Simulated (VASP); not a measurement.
# LiSi16 (a cell with a defect) in VASP: relaxation of the atoms with PBEsol

Aim: the relaxation of the atoms of LiSi16 (a cell with a defect) with PBEsol.

Everything below comes from runs of VASP 6.6.1. Logs are shortened: lines on timing, memory, paths and dates and some standing lists are left out, and cuts for length are marked.

**1. The cell of the first run**

The cell holds a defect, 17 atoms: a = 7.679 Å, b = 7.679 Å, c = 7.679 Å, α = 60.00°, β = 60.00°, γ = 60.00°.

**2. Relaxation of the atoms, PBEsol, collinear spin**

INCAR reads:

```
PREC = Accurate
ENCUT = 520
EDIFF = 1E-6
ISMEAR = -1
SIGMA = 0.05
LREAL = Auto
LASPH = T
NELM = 150
ALGO = Normal
ISIF = 2
LWAVE = F
LCHARG = F
ISPIN = 2
MAGMOM = 0 0 0 0 0 0 0 0 0 0 0 0 0 0 0 0 1
LORBIT = 11
GGA = PS
IBRION = 2
NSW = 45
EDIFFG = -0.08
KPAR = 2
```

KPOINTS reads:

```
Automatic mesh
0
Gamma
  2 2 2
```

POSCAR reads:

```
LiSi16
1.0
    0.0000000000      5.4300000000      5.4300000000
    5.4300000000      0.0000000000      5.4300000000
    5.4300000000      5.4300000000      0.0000000000
Si Li
16 1
Direct
    0.0000000000      0.0000000000      0.0000000000
    0.1250000000      0.1250000000      0.1250000000
    0.0000000000      0.0000000000      0.5000000000
    0.1250000000      0.1250000000      0.6250000000
    0.0000000000      0.5000000000      0.0000000000
    0.1250000000      0.6250000000      0.1250000000
    0.0000000000      0.5000000000      0.5000000000
    0.1250000000      0.6250000000      0.6250000000
    0.5000000000      0.0000000000      0.0000000000
    0.6250000000      0.1250000000      0.1250000000
    0.5000000000      0.0000000000      0.5000000000
    0.6250000000      0.1250000000      0.6250000000
    0.5000000000      0.5000000000      0.0000000000
    0.6250000000      0.6250000000      0.1250000000
    0.5000000000      0.5000000000      0.5000000000
    0.6250000000      0.6250000000      0.6250000000
    0.8813985000      0.8735172000      0.3663352000
```

Potentials or basis: VASP PAW PBE potentials, release 64 (Si, Li_sv).

Run with:

```
> cat potpaw_PBE.64/Si/POTCAR potpaw_PBE.64/Li_sv/POTCAR > POTCAR
> mpirun -np 4 vasp_std > vasp.out
```

OUTCAR:

```text
PREC = Accurate
   ENCUT = 520
   EDIFF = 1E-6
   ISMEAR = -1
   LREAL = Auto
   LASPH = T
   NELM = 150
   ISIF = 2
   ISPIN = 2
   LORBIT = 11
   GGA = PS
   IBRION = 2
   NSW = 45
   EDIFFG = -0.08

 ion  position               nearest neighbor table
   1  0.000  0.000  0.000-  17 2.30   4 2.35   6 2.35  10 2.35   2 2.35
   2  0.125  0.125  0.125-   1 2.35   3 2.35   5 2.35   9 2.35  17 2.69
   3  0.000  0.000  0.500-   2 2.35   4 2.35   8 2.35  12 2.35  17 2.38
   4  0.125  0.125  0.625-   1 2.35   3 2.35   7 2.35  11 2.35
   5  0.000  0.500  0.000-   2 2.35   6 2.35   8 2.35  14 2.35
   6  0.125  0.625  0.125-   1 2.35   5 2.35   7 2.35  13 2.35  17 2.66
   7  0.000  0.500  0.500-  17 2.34   6 2.35   8 2.35  16 2.35   4 2.35
   8  0.125  0.625  0.625-   3 2.35   5 2.35   7 2.35  15 2.35  17 2.73
   9  0.500  0.000  0.000-   2 2.35  10 2.35  12 2.35  14 2.35
  10  0.625  0.125  0.125-   1 2.35   9 2.35  11 2.35  13 2.35  17 2.70
  11  0.500  0.000  0.500-   4 2.35  10 2.35  12 2.35  16 2.35  17 2.39
  12  0.625  0.125  0.625-   3 2.35   9 2.35  11 2.35  15 2.35  17 2.77
  13  0.500  0.500  0.000-   6 2.35  10 2.35  14 2.35  16 2.35
  14  0.625  0.625  0.125-   5 2.35   9 2.35  13 2.35  15 2.35
  15  0.500  0.500  0.500-   8 2.35  12 2.35  14 2.35  16 2.35
  16  0.625  0.625  0.625-   7 2.35  11 2.35  13 2.35  15 2.35  17 2.74
  17  0.881  0.874  0.366-   1 2.30   7 2.34   3 2.38  11 2.39   6 2.66   2 2.69  10 2.70   8 2.73
                            16 2.74  12 2.77

  LATTYP: Found a face centered cubic cell.
 ALAT       =    10.8600000000

  Lattice vectors:

 A1 = (   0.0000000000,   5.4300000000,   5.4300000000)
 A2 = (   5.4300000000,   0.0000000000,   5.4300000000)
 A3 = (   5.4300000000,   5.4300000000,   0.0000000000)

Analysis of symmetry for initial positions (statically):
=====================================================================
 Subroutine PRICEL returns:
 Original cell was already a primitive cell.

 Routine SETGRP: Setting up the symmetry group for a
 face centered cubic supercell.

 Subroutine GETGRP returns: Found  1 space group operations
 (whereof  1 operations were pure point group operations)
 out of a pool of 48 trial point group operations.

The static configuration has the point symmetry C_1 .

Analysis of symmetry for dynamics (positions and initial velocities):
=====================================================================
 Subroutine PRICEL returns:
 Original cell was already a primitive cell.

 Routine SETGRP: Setting up the symmetry group for a
 face centered cubic supercell.

 Subroutine GETGRP returns: Found  1 space group operations
 (whereof  1 operations were pure point group operations)
[... 153 lines left out ...]
   LORBIT       =     11    0 simple, 1 ext, 2 COOP (PROOUT), +10 PAW based schemes
   GGA     = PS    functional components
   LHFCALC =     F    Hartree Fock is set to
   AEXX    =    0.0000 exact exchange contribution
   IVDW    =     0    specifies the selected vdW correction
   LEPSILON=     F    determine dielectric tensor
   LRPA    =     F    only Hartree local field effects (RPA)
 conjugate gradient relaxation of ions
 spin polarized calculation
  energy-cutoff  :      520.00
  volume of cell :      320.21
 maximum number of plane-waves:      8646
 NGX is ok and might be reduce to    60
   NGX = 29   NGY = 29   NGZ = 29

--------------------------------------- Ionic step        1  -------------------------------------------

 number of electron      67.0000004 magnetization       0.0002068

 number of electron      67.0000004 magnetization      -0.0000143

 Free energy of the ion-electron system (eV)
  ---------------------------------------------------
  ext. energy  EPLUGINS =         0.00000000
  ---------------------------------------------------
  free energy    TOTEN  =       -92.14568273 eV

  energy without entropy =      -92.10730323  energy(sigma->0) =      -92.12649298

------------------------ aborting loop because EDIFF is reached ----------------------------------------

  FORCE on cell =-STRESS in cart. coord.  units (eV):
  Direction    XX          YY          ZZ          XY          YZ          ZX
  --------------------------------------------------------------------------------------
  -------------------------------------------------------------------------------------
  Total        4.0237877      4.0100887      4.0111387      0.1590179     -0.3159974     -0.0843354
  in kB       20.1333554     20.0648113     20.0700651      0.7956594     -1.5811193     -0.4219792
  external PRESSURE =      20.0894106 kB  Pullay stress =       0.0000000 kB
[... 250 lines left out ...]
 number of electron      67.0000001 magnetization      -0.0000005

 number of electron      67.0000001 magnetization       0.0000008

 Free energy of the ion-electron system (eV)
  ---------------------------------------------------
  ext. energy  EPLUGINS =         0.00000000
  ---------------------------------------------------
  free energy    TOTEN  =       -92.28408629 eV

  energy without entropy =      -92.25176113  energy(sigma->0) =      -92.26792371

 E-fermi :   6.5396     XC(G=0):  -9.6636

 val. band max:        6.5036377096   @ k =   0.0000   0.0000   0.0000
 cond. band min:       6.7052879987   @ k =   0.0000   0.0000   0.0000
 fundamental gap:      0.2016502892
 Fermi energy:         6.5396015346

 spin component 1

 k-point     1 :       0.0000    0.0000    0.0000
  band No.  band energies     occupation
      1     -39.8429      1.00000
      2      -6.0459      1.00000
      3      -3.7963      1.00000
      4      -3.7026      1.00000
      5      -3.7017      1.00000
      6      -3.7013      1.00000
[... 365 lines left out ...]
     43      10.0495      0.00000
     44      10.1227      0.00000
 Fermi energy:         6.5396015346

 spin component 2

 k-point     1 :       0.0000    0.0000    0.0000
  band No.  band energies     occupation
      1     -39.8430      1.00000
      2      -6.0459      1.00000
      3      -3.7963      1.00000
      4      -3.7026      1.00000
      5      -3.7017      1.00000
      6      -3.7013      1.00000
[... 409 lines left out ...]
  FREE ENERGIE OF THE ION-ELECTRON SYSTEM (eV)
  ---------------------------------------------------
  free  energy   TOTEN  =       -92.2840862860 eV

  energy  without entropy=      -92.2517611303  energy(sigma->0) =      -92.26792371

 reached required accuracy - stopping structural energy minimisation

 total charge

# of ion       s       p       d       tot
------------------------------------------
    1        0.745   0.962   0.000   1.707
    2        0.739   0.945   0.000   1.684
    3        0.745   0.962   0.000   1.707
    4        0.735   0.976   0.000   1.711
    5        0.742   0.952   0.000   1.694
    6        0.739   0.945   0.000   1.684
[... 9 lines left out ...]
   16        0.739   0.945   0.000   1.684
   17        2.028   0.101   0.000   2.129
--------------------------------------------------
tot         13.883  15.370   0.000  29.252

 magnetization (x)

# of ion       s       p       d       tot
------------------------------------------
    1        0.000   0.000   0.000   0.000
    2        0.000   0.000   0.000   0.000
    3        0.000   0.000   0.000   0.000
    4       -0.000  -0.000   0.000  -0.000
    5       -0.000  -0.000   0.000  -0.000
    6       -0.000  -0.000   0.000  -0.000
[... 9 lines left out ...]
   16        0.000  -0.000   0.000  -0.000
   17       -0.000  -0.000   0.000  -0.000
--------------------------------------------------
tot          0.000   0.000   0.000   0.000
```

OSZICAR:

```text
N       E                     dE             d eps       ncg     rms          rms(c)
DAV:   1     0.195782084868E+03    0.19578E+03   -0.25786E+04  1408   0.128E+03
DAV:   2    -0.724537582975E+02   -0.26824E+03   -0.25557E+03  1716   0.206E+02
DAV:   3    -0.924212621281E+02   -0.19968E+02   -0.19617E+02  2056   0.469E+01
[... 44 lines left out ...]
DAV:   1    -0.922838851228E+02   -0.76850E-03   -0.23985E-01  1424   0.176E+00    0.492E-02
DAV:   2    -0.922840991577E+02   -0.21403E-03   -0.24962E-03  1512   0.207E-01    0.235E-02
DAV:   3    -0.922840885842E+02    0.10573E-04   -0.79895E-05  2112   0.356E-02    0.123E-02
DAV:   4    -0.922840863277E+02    0.22565E-05   -0.12970E-05  1800   0.129E-02    0.435E-03
DAV:   5    -0.922840862860E+02    0.41679E-07   -0.11955E-06  1048   0.455E-03
   6 F= -.92284086E+02 E0= -.92267924E+02  d E =-.970132E-03  mag=    -0.0000
```

Wall time 3.4 min (4 MPI ranks of Intel Xeon 6975P-C (Granite Rapids), shared host); peak memory 0.46 GiB.

Results:

| Quantity | Value |
| --- | --- |
| Free energy | -92.2841 eV |
| Energy gained by relaxing | 8.1 meV/atom |
| Ionic steps | 6 |
| Largest force after relaxing | 0.073 eV/Å |
| Net moment | 0.00 μB per cell |
| Valence electrons inside the program's atomic spheres | Si 1.71, 1.68, 1.69, 1.70 (each value once); Li 2.13 |

Forces in eV/Å, atoms in the order of the input:
```
Si  -0.012 -0.002  0.006
Si  -0.007 -0.007 -0.006
Si  -0.009  0.000  0.008
Si   0.000  0.001 -0.001
Si  -0.009  0.014  0.011
Si   0.005 -0.005  0.005
Si  -0.015  0.001  0.003
Si  -0.004 -0.007 -0.003
Si   0.014 -0.009  0.008
Si  -0.009  0.006  0.009
Si  -0.009 -0.004  0.004
Si  -0.008  0.001  0.002
Si  -0.008 -0.012 -0.014
Si   0.001  0.000  0.000
Si   0.010  0.007 -0.008
Si  -0.005  0.004  0.007
Li   0.065  0.012 -0.031
```

Step by step:
```
step  energy change (eV)  largest force (eV/Å)  pressure (GPa)
   1              0.0000                1.1836            2.01
   2             -0.1318                0.1427            1.86
   3             -0.1345                0.1539            1.87
   4             -0.1374                0.1136            1.87
   5             -0.1374                0.1129            1.87
   6             -0.1384                0.0735            1.87
```

Final structure:
```cif
data_structure
_symmetry_space_group_name_H-M 'P 1'
_symmetry_Int_Tables_number 1
_cell_length_a 7.6792
_cell_length_b 7.6792
_cell_length_c 7.6792
_cell_angle_alpha 60.000
_cell_angle_beta 60.000
_cell_angle_gamma 60.000
_cell_volume 320.21
loop_
_atom_site_label
_atom_site_type_symbol
_atom_site_fract_x
_atom_site_fract_y
_atom_site_fract_z
_atom_site_occupancy
Si1 Si 0.00322 0.00333 0.99018 1
Si2 Si 0.12676 0.12673 0.12301 1
Si3 Si 0.00248 0.00259 0.50263 1
Si4 Si 0.12595 0.12480 0.62369 1
Si5 Si 0.99655 0.50115 0.00105 1
Si6 Si 0.12683 0.62332 0.12303 1
Si7 Si 0.00280 0.49142 0.50294 1
Si8 Si 0.12669 0.62324 0.62662 1
Si9 Si 0.50119 0.99665 0.00100 1
Si10 Si 0.62359 0.12669 0.12300 1
Si11 Si 0.49275 0.00243 0.50246 1
Si12 Si 0.62346 0.12660 0.62657 1
Si13 Si 0.50126 0.50113 0.00103 1
Si14 Si 0.62493 0.62502 0.12508 1
Si15 Si 0.50113 0.50105 0.49673 1
Si16 Si 0.62351 0.62323 0.62660 1
Li1 Li 0.87830 0.87414 0.37073 1
```

Caveat: the k points lie up to 0.50 Å⁻¹ apart; the cutoff is under 1.25 times the usual one of these potentials, so pressure, stress and relaxed cells hold a basis-set (Pulay) error; the PAW data sets were made with another functional, which shifts forces and pressure a little; the relaxation stopped at a loose force limit of 0.08 eV/Å, so its end isn't a converged minimum.
